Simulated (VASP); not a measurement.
IrRh3, 4 atoms in the cell. The structure is cubic, space group Pm-3m (No. 221). Conventional cell: a = 3.767 Å, b = 3.767 Å, c = 3.767 Å, α = 90.00°, β = 90.00°, γ = 90.00°. Within 3.5 Å of Ir (site symmetry m-3m) lie 12 Rh at 2.66 Å. Rh (site symmetry 4/mmm) has 4 Ir at 2.66 Å and 8 Rh at 2.66 Å within 3.5 Å. 

```yaml
Program: VASP 6.6.1
Task: single point
Functional: LDA
Potentials_or_basis: VASP PAW LDA potentials, release 64 (Ir_sv_GW, Rh_sv_GW)
Cutoff: 620 eV
k_mesh: 6 × 6 × 6
Occupations: fermi-dirac, width 0.05 eV
Spin: no spin polarisation
Dipole_correction: no
Further_INCAR_settings: ALGO = Normal; EDIFF = 1e-06; NBANDS = 42
```

Potentials or basis: VASP PAW LDA potentials, release 64 (Ir_sv_GW, Rh_sv_GW).

Command:

```bash
$ cat potpaw_LDA.64/Ir_sv_GW/POTCAR potpaw_LDA.64/Rh_sv_GW/POTCAR > POTCAR
$ mpirun -np 1 vasp_std > vasp.out
```

Hardware: 1 thread of Intel(R) Xeon(R) 6975P-C (Granite Rapids), with other jobs on the host.

Q: How long does it take, and how much memory?

A: It took 36 s on 1 thread of Intel(R) Xeon(R) 6975P-C (Granite Rapids), on a shared host, peak memory 0.2 GiB. Counts: scf iterations 16, k points 20.
